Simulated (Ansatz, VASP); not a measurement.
## SnTe: VASP beside Ansatz

The input INCAR:

```
SYSTEM = SnTe
ALGO = Normal ; EDIFF = 1E-6
ENCUT = 520 ; GGA = PE
ISIF = 2 ; ISMEAR = -1
LASPH = .TRUE. ; LCHARG = .FALSE.
LREAL = .FALSE. ; LWAVE = .FALSE.
NBANDS = 17 ; NELM = 60
PREC = Accurate ; SIGMA = 0.05
```

Contents of KPOINTS:

```
k-points
0
G
  13 13 13
  0 0 0
```

Contents of POSCAR:

```
SnTe
1.0
    3.8886150886      0.0000000000      0.0000000000
    0.0000000000      3.8886150886      0.0000000000
    0.0000000000      0.0000000000      3.8886150886
Sn Te
1 1
Direct
    0.0000000000      0.0000000000      0.0000000000
    0.5000000000      0.5000000000      0.5000000000
```

Input for Ansatz:

```yaml
crystal:
  lattice:
    - [3.8886150886, 0.0, 0.0]
    - [0.0, 3.8886150886, 0.0]
    - [0.0, 0.0, 3.8886150886]
  atoms:
    - { symbol: Sn, position: [0.0, 0.0, 0.0] }
    - { symbol: Te, position: [0.5, 0.5, 0.5] }
kpoints:
  mp_grid: { grid: [13, 13, 13] }
  band_path:
    path:
      - [0.0, 0.0, 0.0]
      - [0.0, 0.5, 0.0]
      - [0.5, 0.5, 0.0]
      - [0.0, 0.0, 0.0]
      - [0.5, 0.5, 0.5]
      - [0.0, 0.5, 0.0]
      - [0.5, 0.5, 0.5]
      - [0.5, 0.5, 0.0]
    npoints: 14
scf:
  occupations: { method: fermi_dirac, width: 0.05 }
hamiltonian:
  xc: pbe
  pseudopotentials: { kind: all_electron, lapw: { basis_error: 0.001 } }
output:
  forces: true
  stress: true
  eigenvalues: true
  populations: true
  dos: { projected: true, de: 0.2, e_range: [-14, 8] }
```

Alike in both runs: task single point; functional PBE; k mesh 13 × 13 × 13; occupations fermi-dirac, width 0.05 eV; no spin polarisation.

|  | VASP | Ansatz |
| --- | --- | --- |
| version | VASP 6.6.1 | Ansatz 0.2.0 |
| potentials or method | VASP PAW PBE potentials, release 64 (Sn_d, Te), cutoff 520 eV | all-electron LAPW, scalar-relativistic |

```csv
,VASP,Ansatz,Ansatz less VASP
pressure (GPa),-0.1,0.0,+0.09
```

Ansatz ran all-electron here, and VASP with PAW potentials.

Neither program's run includes spin-orbit coupling.
